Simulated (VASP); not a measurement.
Input of a VASP 6.6.1 run:

The input INCAR:

```
  PREC = Accurate
  ENCUT = 500
  EDIFF = 1E-6
  ISMEAR = -1
  SIGMA = 0.15
  LREAL = F
  LASPH = T
  NELM = 120
  ALGO = Normal
  ISIF = 2
  LWAVE = F
  LCHARG = F
  GGA = PE
  NBANDS = 12
  GGA_COMPAT = F
```

Contents of KPOINTS:

```
Automatic mesh
0
Gamma
  7 7 7
```

Contents of POSCAR:

```
Cd
1.0
   -1.7999121934      1.7999121934      1.7999121934
    1.7999121934     -1.7999121934      1.7999121934
    1.7999121934      1.7999121934     -1.7999121934
Cd
1
Direct
    0.0000000000      0.0000000000      0.0000000000
```

Potentials or basis: VASP PAW PBE potentials, release 64 (Cd).

The run is started by

```sh
$ cat potpaw_PBE.64/Cd/POTCAR > POTCAR
$ mpirun -np 1 vasp_std > vasp.out
```

(1) What does it give for the band gap on the k mesh?

(2) What does it give for the pressure?

## Answers

(1) zero (band 6 reaches 3.95 eV, above the bottom of band 7 at 1.67 eV).

(2) 0.2 GPa.
